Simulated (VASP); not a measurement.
# Sc (Pm-3m) in VASP: a series of runs

Sc is run at these levels: BLYP; tasks: single point.

Program: VASP 6.6.1. These are calculated values, not measurements. Logs are shortened: lines on timing, memory, paths and dates and some standing lists are left out, and cuts for length are marked.

## 1. The cell of the first run

The structure is cubic, space group Pm-3m (No. 221). Conventional cell: a = 3.077 Å, b = 3.077 Å, c = 3.077 Å, α = 90.00°, β = 90.00°, γ = 90.00°. Within 4.0 Å of Sc (site symmetry m-3m) lie 6 Sc at 3.08 Å.

## 2. Single point, BLYP (volume scaled by 1.08)

Contents of INCAR:

```
SYSTEM = Sc
AGGAC = 1.0
AGGAX = 1.0
ALDAC = 0.0
ALDAX = 1.0
ALGO = Normal
EDIFF = 1E-6
ENCUT = 520
GGA = B5
ISIF = 2
ISMEAR = -1
LASPH = .True.
LCHARG = .False.
LREAL = .False.
LWAVE = .False.
NBANDS = 12
NELM = 100
PREC = Accurate
SIGMA = 0.1
```

Contents of KPOINTS:

```
k-points
0
Gamma
  12 12 12
  0 0 0
```

Contents of POSCAR:

```
Sc
1.0
    3.0766433273      0.0000000000      0.0000000000
    0.0000000000      3.0766433273      0.0000000000
    0.0000000000      0.0000000000      3.0766433273
Sc
1
Direct
    0.0000000000      0.0000000000      0.0000000000
```

Potentials or basis: VASP PAW PBE potentials, release 64 (Sc_sv).

Command:

```
cat potpaw_PBE.64/Sc_sv/POTCAR > POTCAR
mpirun -np 1 vasp_std > vasp.out
```

OUTCAR:

```text
SYSTEM = Sc
   EDIFF = 1E-6
   ENCUT = 520
   GGA = B5
   ISIF = 2
   ISMEAR = -1
   LASPH = .True.
   LREAL = .False.
   NELM = 100
   PREC = Accurate

 ion  position               nearest neighbor table
   1  0.000  0.000  0.000-

  LATTYP: Found a simple cubic cell.
 ALAT       =     3.0766433273

  Lattice vectors:

 A1 = (   3.0766433273,   0.0000000000,   0.0000000000)
 A2 = (   0.0000000000,   3.0766433273,   0.0000000000)
 A3 = (   0.0000000000,   0.0000000000,   3.0766433273)

Analysis of symmetry for initial positions (statically):
=====================================================================
 Subroutine PRICEL returns:
 Original cell was already a primitive cell.

 Routine SETGRP: Setting up the symmetry group for a
 simple cubic supercell.

 Subroutine GETGRP returns: Found 48 space group operations
 (whereof 48 operations were pure point group operations)
 out of a pool of 48 trial point group operations.

The static configuration has the point symmetry O_h .

Analysis of symmetry for dynamics (positions and initial velocities):
=====================================================================
 Subroutine PRICEL returns:
 Original cell was already a primitive cell.

 Routine SETGRP: Setting up the symmetry group for a
 simple cubic supercell.

 Subroutine GETGRP returns: Found 48 space group operations
 (whereof 48 operations were pure point group operations)
 out of a pool of 48 trial point group operations.

The dynamic configuration has the point symmetry O_h .

 Subroutine INISYM returns: Found 48 space group operations
 (whereof 48 operations are pure point group operations),
 and found     1 'primitive' translations

----------------------------------------------------------------------------------------

                                     Primitive cell

  volume of cell :      29.1227

  direct lattice vectors                    reciprocal lattice vectors
     3.076643327  0.000000000  0.000000000     0.325029551  0.000000000  0.000000000
     0.000000000  3.076643327  0.000000000     0.000000000  0.325029551  0.000000000
     0.000000000  0.000000000  3.076643327     0.000000000  0.000000000  0.325029551

  length of vectors
     3.076643327  3.076643327  3.076643327     0.325029551  0.325029551  0.325029551

  position of ions in fractional coordinates (direct lattice)
     0.000000000  0.000000000  0.000000000

  ion indices of the primitive-cell ions
   primitive index   ion index
                 1           1

----------------------------------------------------------------------------------------

 KPOINTS: k-points

Automatic generation of k-mesh.
 Grid dimensions read from file:
 generate k-points for:   12   12   12

 Generating k-lattice:

  Cartesian coordinates                     Fractional coordinates (reciprocal lattice)
     0.027085796  0.000000000  0.000000000     0.083333333  0.000000000  0.000000000
     0.000000000  0.027085796  0.000000000     0.000000000  0.083333333  0.000000000
     0.000000000  0.000000000  0.027085796     0.000000000  0.000000000  0.083333333

  Length of vectors
     0.027085796  0.027085796  0.027085796

  Shift w.r.t. Gamma in fractional coordinates (k-lattice)
     0.000000000  0.000000000  0.000000000

 Subroutine IBZKPT returns following result:
 ===========================================

 Found     84 irreducible k-points:

 Following reciprocal coordinates:
            Coordinates               Weight
  0.000000  0.000000  0.000000      1.000000
  0.083333  0.000000  0.000000      6.000000
  0.166667  0.000000  0.000000      6.000000
  0.250000  0.000000  0.000000      6.000000
  0.333333  0.000000  0.000000      6.000000
  0.416667  0.000000  0.000000      6.000000
[... 16 lines left out ...]
  0.333333  0.333333  0.000000     12.000000
  0.416667  0.333333  0.000000     24.000000
 [... further k-points ...]
   k-points           NKPTS =     84   k-points in BZ     NKDIM =     84   number of bands    NBANDS=     12
   number of dos      NEDOS =    301   number of ions     NIONS =      1
   total plane-waves  NPLWV =  13824
   dimension x,y,z NGX =    24 NGY =   24 NGZ =   24
   dimension x,y,z NGXF=    48 NGYF=   48 NGZF=   48
   ions per type =               1
   NGX,Y,Z   is equivalent  to a cutoff of  12.97, 12.97, 12.97 a.u.
   NGXF,Y,Z  is equivalent  to a cutoff of  25.94, 25.94, 25.94 a.u.
 SYSTEM =  Sc
   PREC   = accura    normal or accurate (medium, high low for compatibility)
   ISTART =      0    job   : 0-new  1-cont  2-samecut
   ICHARG =      2    charge: 1-file 2-atom 10-const
   ISPIN  =      1    spin polarized calculation?
   LNONCOLLINEAR =      F non collinear calculations
   LSORBIT =      F    spin-orbit coupling
   LASPH  =      T    aspherical Exc in radial PAW
   ENCUT  =  520.0 eV  38.22 Ry    6.18 a.u.   5.72  5.72  5.72*2*pi/ulx,y,z
   NELM   =    100;   NELMIN=  2; NELMDL= -5     # of ELM steps
   EDIFF  = 0.1E-05   stopping-criterion for ELM
   LREAL  =      F    real-space projection
   EDIFFG = 0.1E-04   stopping-criterion for IOM
   NSW    =      0    number of steps for IOM
   IBRION =     -1    ionic relax: 0-MD 1-quasi-New 2-CG
   NFREE  =      0    steps in history (QN), initial steepest desc. (CG)
   ISIF   =      2    stress and relaxation
   ISYM   =      2    0-nonsym 1-usesym 2-fastsym
   POTIM  = 0.5000    time-step for ionic-motion
   TEBEG  =    0.0;   TEEND  =   0.0 temperature during run
   PSTRESS=    0.0 pullay stress
   NELECT =      11.0000    total number of electrons
   NUPDOWN=      -1.0000    fix difference up-down
   EMIN   =  10.00;   EMAX   =-10.00  energy-range for DOS
   EFERMI =   0.00;   METHOD = LEGACY
   ISMEAR =    -1;   SIGMA  =   0.10  broadening in eV -4-tet -1-fermi 0-gaus
   EFERMI_NEDOS =   21; number of points for ismear=-14 and -15
   IALGO  =     38    algorithm
   IMIX   =      4    mixing-type and parameters
     AMIX     =   0.40;   BMIX     =  1.00
     AMIX_MAG =   1.60;   BMIX_MAG =  1.00
  volume/ion in A,a.u.               =      29.12       196.53
  Fermi-wavevector in a.u.,A,eV,Ry     =   1.183392  2.236286 19.053820  1.400416
  Thomas-Fermi vector in A             =   2.319627
   LORBIT       =      0    0 simple, 1 ext, 2 COOP (PROOUT), +10 PAW based schemes
   GGA     = B5    functional components
   LHFCALC =     F    Hartree Fock is set to
   AEXX    =    0.0000 exact exchange contribution
   IVDW    =     0    specifies the selected vdW correction
   LEPSILON=     F    determine dielectric tensor
   LRPA    =     F    only Hartree local field effects (RPA)
 non-spin polarized calculation
  energy-cutoff  :      520.00
  volume of cell :       29.12
 maximum number of plane-waves:       804
 NGX is ok and might be reduce to    24
   NGX = 11   NGY = 11   NGZ = 11

 number of electron      10.9999997 magnetization

 Free energy of the ion-electron system (eV)
  ---------------------------------------------------
  ext. energy  EPLUGINS =         0.00000000
  ---------------------------------------------------
  free energy    TOTEN  =        -4.67584666 eV

  energy without entropy =       -4.57824877  energy(sigma->0) =       -4.62704771

 E-fermi :   3.2415     XC(G=0):  -8.6700

 val. band max:        3.2362157514   @ k =   0.4167   0.1667   0.1667
 cond. band min:       3.2479429237   @ k =   0.3333   0.3333   0.0833
 fundamental gap:      0.0117271723
 Fermi energy:         3.2415239714

 k-point     1 :       0.0000    0.0000    0.0000
  band No.  band energies     occupation
      1     -46.3999      2.00000
      2     -24.9848      2.00000
      3     -24.9848      2.00000
      4     -24.9848      2.00000
      5      -1.3898      2.00000
      6       2.8270      1.96881
      7       2.8270      1.96881
      8       6.5125      0.00000
      9       6.5125      0.00000
     10       6.5125      0.00000
     11      14.6090      0.00000
     12      14.6090      0.00000

 k-point     2 :       0.0833    0.0000    0.0000
  band No.  band energies     occupation
      1     -46.3971      2.00000
      2     -25.0103      2.00000
      3     -24.9827      2.00000
      4     -24.9827      2.00000
      5      -1.2612      2.00000
      6       2.8582      1.95762
      7       2.8995      1.93666
      8       6.4062      0.00000
      9       6.4062      0.00000
     10       6.5202      0.00000
     11      13.6408      0.00000
     12      14.8213      0.00000

 k-point     3 :       0.1667    0.0000    0.0000
  band No.  band energies     occupation
      1     -46.3895      2.00000
      2     -25.0794      2.00000
      3     -24.9768      2.00000
      4     -24.9768      2.00000
      5      -0.8881      2.00000
      6       2.9453      1.90167
      7       3.0890      1.64253
      8       6.1344      0.00000
      9       6.1344      0.00000
     10       6.5415      0.00000
     11      11.9798      0.00000
     12      15.4116      0.00000

 k-point     4 :       0.2500    0.0000    0.0000
  band No.  band energies     occupation
      1     -46.3791      2.00000
      2     -25.1726      2.00000
      3     -24.9688      2.00000
      4     -24.9688      2.00000
      5      -0.3077      2.00000
      6       3.0685      1.69877
      7       3.3025      0.70420
      8       5.7981      0.00000
      9       5.7981      0.00000
     10       6.5708      0.00000
     11      10.4413      0.00000
     12      16.2791      0.00000

 k-point     5 :       0.3333    0.0000    0.0000
  band No.  band energies     occupation
      1     -46.3686      2.00000
      2     -25.2645      2.00000
      3     -24.9608      2.00000
      4     -24.9608      2.00000
      5       0.4192      2.00000
      6       3.1973      1.21766
      7       3.3737      0.42117
      8       5.4933      0.00000
      9       5.4933      0.00000
     10       6.6003      0.00000
     11       9.2770      0.00000
     12      16.8559      0.00000

 k-point     6 :       0.4167    0.0000    0.0000
  band No.  band energies     occupation
      1     -46.3610      2.00000
      2     -25.3309      2.00000
      3     -24.9550      2.00000
      4     -24.9550      2.00000
      5       1.1804      2.00000
      6       3.1577      1.39616
      7       3.2953      0.73727
      8       5.2859      0.00000
      9       5.2859      0.00000
     10       6.6221      0.00000
     11       8.6168      0.00000
     12      16.4606      0.00000

 k-point     7 :       0.5000    0.0000    0.0000
  band No.  band energies     occupation
      1     -46.3582      2.00000
      2     -25.3551      2.00000
      3     -24.9528      2.00000
      4     -24.9528      2.00000
      5       1.6170      2.00000
      6       2.9007      1.93590
      7       3.3321      0.57580
      8       5.2129      0.00000
      9       5.2129      0.00000
     10       6.6301      0.00000
     11       8.4222      0.00000
     12      16.3168      0.00000

 k-point     8 :       0.0833    0.0833    0.0000
  band No.  band energies     occupation
      1     -46.3943      2.00000
      2     -25.0093      2.00000
      3     -25.0068      2.00000
      4     -24.9805      2.00000
      5      -1.1334      2.00000
      6       2.9091      1.93049
      7       2.9546      1.89263
      8       6.2928      0.00000
      9       6.3912      0.00000
     10       6.4396      0.00000
     11      13.8189      0.00000
     12      13.8248      0.00000
[... 166 lines left out ...]
 k-point    20 :       0.3333    0.2500    0.0000
  band No.  band energies     occupation
      1     -46.3483      2.00000
      2     -25.2422      2.00000
      3     -25.1418      2.00000
      4     -24.9454      2.00000
      5       1.2746      2.00000
      6       3.2087      1.16282
      7       4.1693      0.00019
      8       5.0978      0.00000
      9       5.6108      0.00000
     10       5.9783      0.00000
     11       9.8153      0.00000
     12      12.6069      0.00000

 k-point    21 :       0.4167    0.2500    0.0000
  band No.  band energies     occupation
      1     -46.3408      2.00000
      2     -25.3070      2.00000
      3     -25.1344      2.00000
      4     -24.9397      2.00000
      5       1.8985      2.00000
      6       2.9528      1.89446
      7       4.1602      0.00020
      8       5.4216      0.00000
      9       5.5421      0.00000
     10       6.0108      0.00000
     11       8.7760      0.00000
     12      13.4100      0.00000

 k-point    22 :       0.5000    0.2500    0.0000
  band No.  band energies     occupation
      1     -46.3380      2.00000
      2     -25.3306      2.00000
      3     -25.1317      2.00000
      4     -24.9376      2.00000
      5       2.3597      1.99970
      6       2.6151      1.99620
      7       4.1486      0.00023
      8       5.3535      0.00000
      9       5.8187      0.00000
     10       6.0239      0.00000
     11       8.3206      0.00000
     12      14.1900      0.00000

 k-point    23 :       0.3333    0.3333    0.0000
  band No.  band energies     occupation
      1     -46.3381      2.00000
      2     -25.2344      2.00000
      3     -25.2271      2.00000
      4     -24.9377      2.00000
      5       1.7047      2.00000
      6       3.1173      1.55190
      7       4.7663      0.00000
      8       5.1070      0.00000
      9       5.6353      0.00000
     10       5.7393      0.00000
     11       9.5218      0.00000
     12      12.0111      0.00000

 k-point    24 :       0.4167    0.3333    0.0000
  band No.  band energies     occupation
      1     -46.3306      2.00000
      2     -25.2951      2.00000
      3     -25.2224      2.00000
      4     -24.9320      2.00000
      5       2.0116      1.99999
      6       3.0460      1.75205
      7       4.9131      0.00000
      8       5.4910      0.00000
      9       5.7161      0.00000
     10       5.7393      0.00000
     11       8.6755      0.00000
     12      12.3682      0.00000

 [... further k-points ...]
[... 5 lines left out ...]
  --------------------------------------------------------------------------------------
  -------------------------------------------------------------------------------------
  Total       -0.4080307     -0.4080307     -0.4080307      0.0000000      0.0000000     -0.0000000
  in kB      -22.4477080    -22.4477080    -22.4477080      0.0000000      0.0000000     -0.0000000
  external PRESSURE =     -22.4477080 kB  Pullay stress =       0.0000000 kB

 VOLUME and BASIS-vectors are now :
 -----------------------------------------------------------------------------
  energy-cutoff  :      520.00
  volume of cell :       29.12
      direct lattice vectors                 reciprocal lattice vectors
     3.076643327  0.000000000  0.000000000     0.325029551  0.000000000  0.000000000
     0.000000000  3.076643327  0.000000000     0.000000000  0.325029551  0.000000000
     0.000000000  0.000000000  3.076643327     0.000000000  0.000000000  0.325029551

 POSITION                                       TOTAL-FORCE (eV/Angst)
 -----------------------------------------------------------------------------------
      0.00000      0.00000      0.00000         0.000000      0.000000      0.000000
 -----------------------------------------------------------------------------------
    total drift:                                0.000000      0.000000      0.000000

  FREE ENERGIE OF THE ION-ELECTRON SYSTEM (eV)
  ---------------------------------------------------
  free  energy   TOTEN  =        -4.6758466597 eV

  energy  without entropy=       -4.5782487663  energy(sigma->0) =       -4.62704771
```

Wall time 17 s (1 thread of AMD EPYC 9R14 (Zen 4), shared host); peak memory 0.12 GiB.

Results:

* Free energy: -4.6758 eV
* Pressure: -2.2 GPa

Caveat: the PAW data sets were made with another functional, which shifts forces and pressure a little.

(Continued in part 2 of 2.)
